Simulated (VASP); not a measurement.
# Sb in VASP: notebook

Sb is run at these levels: PBEsol; tasks: single point.

Program: VASP 6.6.1. These are calculated values, not measurements. Logs are shortened: lines on timing, memory, paths and dates and some standing lists are left out, and cuts for length are marked.

### 1 The cell of the first run

Symmetry: Im-3m, No. 229, cubic system. Conventional cell: a = 3.816 Å, b = 3.816 Å, c = 3.816 Å, α = 90.00°, β = 90.00°, γ = 90.00°. Sb (site symmetry m-3m) has 14 Sb at 3.30 to 3.82 Å within 4.3 Å.

### 2 Single point, PBEsol

Input file INCAR:

```
SYSTEM = Sb
  PREC = Accurate
  ENCUT = 520
  EDIFF = 1E-6
  ISMEAR = 0
  SIGMA = 0.02
  LREAL = .FALSE.
  LASPH = .TRUE.
  NELM = 100
  ALGO = Normal
  ISIF = 2
  LWAVE = .FALSE.
  LCHARG = .TRUE.
  GGA = PS
  LELF = .TRUE.
  LVHAR = .TRUE.
  NBANDS = 8
```

Input file KPOINTS:

```
regular mesh
0
G
  15 15 15
  0 0 0
```

Input file POSCAR:

```
Sb
1.0
   -1.9080431628      1.9080431628      1.9080431628
    1.9080431628     -1.9080431628      1.9080431628
    1.9080431628      1.9080431628     -1.9080431628
Sb
1
Direct
    0.0000000000      0.0000000000      0.0000000000
```

Potentials or basis: VASP PAW PBE potentials, release 64 (Sb).

Run with:

```bash
$ cat potpaw_PBE.64/Sb/POTCAR > POTCAR
$ mpirun -np 1 vasp_std > vasp.out
```

OUTCAR:

```text
SYSTEM = Sb
   PREC = Accurate
   ENCUT = 520
   EDIFF = 1E-6
   ISMEAR = 0
   LREAL = .FALSE.
   LASPH = .TRUE.
   NELM = 100
   ISIF = 2
   GGA = PS

 ion  position               nearest neighbor table
   1  0.000  0.000  0.000-

  LATTYP: Found a body centered cubic cell.
 ALAT       =     3.8160863256

  Lattice vectors:

 A1 = (  -1.9080431628,   1.9080431628,   1.9080431628)
 A2 = (   1.9080431628,  -1.9080431628,   1.9080431628)
 A3 = (   1.9080431628,   1.9080431628,  -1.9080431628)

Analysis of symmetry for initial positions (statically):
=====================================================================
 Subroutine PRICEL returns:
 Original cell was already a primitive cell.

 Routine SETGRP: Setting up the symmetry group for a
 body centered cubic supercell.

 Subroutine GETGRP returns: Found 48 space group operations
 (whereof 48 operations were pure point group operations)
 out of a pool of 48 trial point group operations.

The static configuration has the point symmetry O_h .

Analysis of symmetry for dynamics (positions and initial velocities):
=====================================================================
 Subroutine PRICEL returns:
 Original cell was already a primitive cell.

 Routine SETGRP: Setting up the symmetry group for a
 body centered cubic supercell.

 Subroutine GETGRP returns: Found 48 space group operations
 (whereof 48 operations were pure point group operations)
 out of a pool of 48 trial point group operations.

The dynamic configuration has the point symmetry O_h .

 Subroutine INISYM returns: Found 48 space group operations
 (whereof 48 operations are pure point group operations),
 and found     1 'primitive' translations

----------------------------------------------------------------------------------------

                                     Primitive cell

  volume of cell :      27.7859

  direct lattice vectors                    reciprocal lattice vectors
    -1.908043163  1.908043163  1.908043163     0.000000000  0.262048579  0.262048579
     1.908043163 -1.908043163  1.908043163     0.262048579  0.000000000  0.262048579
     1.908043163  1.908043163 -1.908043163     0.262048579  0.262048579  0.000000000

  length of vectors
     3.304827701  3.304827701  3.304827701     0.370592655  0.370592655  0.370592655

  position of ions in fractional coordinates (direct lattice)
     0.000000000  0.000000000  0.000000000

  ion indices of the primitive-cell ions
   primitive index   ion index
                 1           1
[... 70 lines left out ...]
   ENCUT  =  520.0 eV  38.22 Ry    6.18 a.u.   6.14  6.14  6.14*2*pi/ulx,y,z
   NELM   =    100;   NELMIN=  2; NELMDL= -5     # of ELM steps
   EDIFF  = 0.1E-05   stopping-criterion for ELM
   LREAL  =      F    real-space projection
   EDIFFG = 0.1E-04   stopping-criterion for IOM
   NSW    =      0    number of steps for IOM
   IBRION =     -1    ionic relax: 0-MD 1-quasi-New 2-CG
   NFREE  =      0    steps in history (QN), initial steepest desc. (CG)
   ISIF   =      2    stress and relaxation
   ISYM   =      2    0-nonsym 1-usesym 2-fastsym
   POTIM  = 0.5000    time-step for ionic-motion
   TEBEG  =    0.0;   TEEND  =   0.0 temperature during run
   PSTRESS=    0.0 pullay stress
   NELECT =       5.0000    total number of electrons
   NUPDOWN=      -1.0000    fix difference up-down
   EMIN   =  10.00;   EMAX   =-10.00  energy-range for DOS
   EFERMI =   0.00;   METHOD = LEGACY
   ISMEAR =     0;   SIGMA  =   0.02  broadening in eV -4-tet -1-fermi 0-gaus
   EFERMI_NEDOS =   21; number of points for ismear=-14 and -15
   IALGO  =     38    algorithm
   IMIX   =      4    mixing-type and parameters
     AMIX     =   0.40;   BMIX     =  1.00
     AMIX_MAG =   1.60;   BMIX_MAG =  1.00
  volume/ion in A,a.u.               =      27.79       187.51
  Fermi-wavevector in a.u.,A,eV,Ry     =   0.924251  1.746581 11.622642  0.854240
  Thomas-Fermi vector in A             =   2.049976
   LORBIT       =      0    0 simple, 1 ext, 2 COOP (PROOUT), +10 PAW based schemes
   GGA     = PS    functional components
   LHFCALC =     F    Hartree Fock is set to
   AEXX    =    0.0000 exact exchange contribution
   IVDW    =     0    specifies the selected vdW correction
   LEPSILON=     F    determine dielectric tensor
   LRPA    =     F    only Hartree local field effects (RPA)
 non-spin polarized calculation
 Gauss-broadening in eV      SIGMA  =   0.02
  energy-cutoff  :      520.00
  volume of cell :       27.79
 maximum number of plane-waves:       767
 NGX is ok and might be reduce to    28
   NGX = 13   NGY = 13   NGZ = 13

 number of electron       4.9999999 magnetization

 Free energy of the ion-electron system (eV)
  ---------------------------------------------------
  ext. energy  EPLUGINS =         0.00000000
  ---------------------------------------------------
  free energy    TOTEN  =        -4.35667631 eV

  energy without entropy =       -4.35611127  energy(sigma->0) =       -4.35639379

 E-fermi :   7.9371     XC(G=0): -10.1964

 val. band max:        7.9188041143   @ k =  -0.2000   0.2667   0.1333
 cond. band min:       7.9379041636   @ k =   0.2667   0.1333   0.0667
 fundamental gap:      0.0191000493
 Fermi energy:         7.9370966338

 k-point     1 :       0.0000    0.0000    0.0000
  band No.  band energies     occupation
      1      -4.7167      2.00000
      2      13.1392      0.00000
      3      13.1392      0.00000
      4      13.1392      0.00000
      5      18.3718      0.00000
      6      18.3718      0.00000
      7      18.3718      0.00000
      8      19.6627      0.00000
[... 243 lines left out ...]
 k-point    24 :       0.4000    0.2000    0.0000
  band No.  band energies     occupation
      1      -0.4558      2.00000
      2       3.1464      2.00000
      3       6.5223      2.00000
      4      10.4007      0.00000
      5      15.7199      0.00000
      6      18.3568      0.00000
      7      20.1739      0.00000
      8      20.2993      0.00000

 [... further k-points ...]
[... 5 lines left out ...]
  --------------------------------------------------------------------------------------
  -------------------------------------------------------------------------------------
  Total       -0.7243913     -0.7243913     -0.7243913     -0.0000000      0.0000000      0.0000000
  in kB      -41.7694965    -41.7694965    -41.7694965     -0.0000000      0.0000000      0.0000000
  external PRESSURE =     -41.7694965 kB  Pullay stress =       0.0000000 kB

 VOLUME and BASIS-vectors are now :
 -----------------------------------------------------------------------------
  energy-cutoff  :      520.00
  volume of cell :       27.79
      direct lattice vectors                 reciprocal lattice vectors
    -1.908043163  1.908043163  1.908043163     0.000000000  0.262048579  0.262048579
     1.908043163 -1.908043163  1.908043163     0.262048579  0.000000000  0.262048579
     1.908043163  1.908043163 -1.908043163     0.262048579  0.262048579  0.000000000

 POSITION                                       TOTAL-FORCE (eV/Angst)
 -----------------------------------------------------------------------------------
      0.00000      0.00000      0.00000        -0.000000      0.000000      0.000000
 -----------------------------------------------------------------------------------
    total drift:                                0.000000      0.000000     -0.000000

  FREE ENERGIE OF THE ION-ELECTRON SYSTEM (eV)
  ---------------------------------------------------
  free  energy   TOTEN  =        -4.3566763055 eV

  energy  without entropy=       -4.3561112714  energy(sigma->0) =       -4.35639379
```

OSZICAR:

```text
N       E                     dE             d eps       ncg     rms          rms(c)
DAV:   1     0.461483684333E+01    0.46148E+01   -0.16655E+03  1928   0.410E+02
DAV:   2    -0.425735242757E+01   -0.88722E+01   -0.85480E+01  2688   0.529E+01
DAV:   3    -0.436312094623E+01   -0.10577E+00   -0.10560E+00  2280   0.625E+00
DAV:   4    -0.436345714826E+01   -0.33620E-03   -0.33619E-03  2888   0.436E-01
DAV:   5    -0.436345777479E+01   -0.62653E-06   -0.62724E-06  2456   0.134E-02    0.158E+00
DAV:   6    -0.435893649889E+01    0.45213E-02   -0.27673E-03  2312   0.245E-01    0.894E-01
DAV:   7    -0.435667301289E+01    0.22635E-02   -0.53021E-03  2328   0.339E-01    0.500E-02
DAV:   8    -0.435667630201E+01   -0.32891E-05   -0.64506E-05  2376   0.623E-02    0.651E-03
DAV:   9    -0.435667630554E+01   -0.35255E-08   -0.47576E-07  2904   0.579E-03
   1 F= -.43566763E+01 E0= -.43563938E+01  d E =-.565034E-03
```

stdout:

```text
POSCAR found type information on POSCAR Sb
 POSCAR found :  1 types and       1 ions
 scaLAPACK will be used
 -----------------------------------------------------------------------------
|                                                                             |
|                                                                             |
|     You enforced a specific xc type in the INCAR file but a different       |
|     I HOPE YOU KNOW WHAT YOU ARE DOING!                                     |
|                                                                             |
 -----------------------------------------------------------------------------

 LDA part: xc-table for (Slater+PW92), standard interpolation
 POSCAR, INCAR and KPOINTS ok, starting setup
 FFT: planning ... GRIDC
 FFT: planning ... GRID_SOFT
 FFT: planning ... GRID
 WAVECAR not read
 entering main loop
```

It took 22 s on 1 thread of Intel Xeon 6975P-C, shared host; peak memory 0.17 GiB.

Results:

* Free energy: -4.3567 eV
* Pressure: -4.2 GPa

Caveat: the PAW data sets were made with another functional, which shifts forces and pressure a little; spin-orbit coupling is left out, which moves the levels of the heavy elements.

### 3 Single point, PBEsol

This run uses another cell than the first one, of 26.21 Å³/atom, 0.943 times its volume.

Input file INCAR:

```
  ALGO = Normal
  EDIFF = 1E-7
  ENCUT = 520
  GGA = PS
  ISIF = 2
  ISMEAR = 0
  LASPH = True
  LCHARG = False
  LREAL = False
  LWAVE = False
  NBANDS = 8
  NELM = 100
  PREC = Accurate
  SIGMA = 0.02
```

Input file KPOINTS:

```
k-points
0
Gamma
  15 15 15
```

Input file POSCAR:

```
Sb
1.0
   -1.8529035806      1.8529035806      1.9087677040
    1.8529035806     -1.8529035806      1.9087677040
    1.8529035806      1.8529035806     -1.9087677040
Sb
1
Direct
    0.0000000000      0.0000000000      0.0000000000
```

Potentials or basis: VASP PAW PBE potentials, release 64 (Sb).

Run with:

```bash
$ cat potpaw_PBE.64/Sb/POTCAR > POTCAR
$ mpirun -np 1 vasp_std > vasp.out
```

Wall time 22 s (1 thread of Intel Xeon 6975P-C, shared host); peak memory 0.18 GiB.

Results (log left out):

```yaml
Free_energy: -4.3836 eV
Pressure: -1.0 GPa
```

Stress tensor (GPa, compression positive):
```
-0.60  0.00  0.00
 0.00 -0.60  0.00
 0.00  0.00 -1.86
```

Levels at points of the mesh, in eV from the Fermi level:
```tsv
k point	band 1	band 2	band 3	band 4	band 5	band 6
(0.00, 0.00, 0.00)	-13.10	5.58	5.70	5.70	10.52	10.52
```

Caveat: the PAW data sets were made with another functional, which shifts forces and pressure a little; spin-orbit coupling is left out, which moves the levels of the heavy elements.
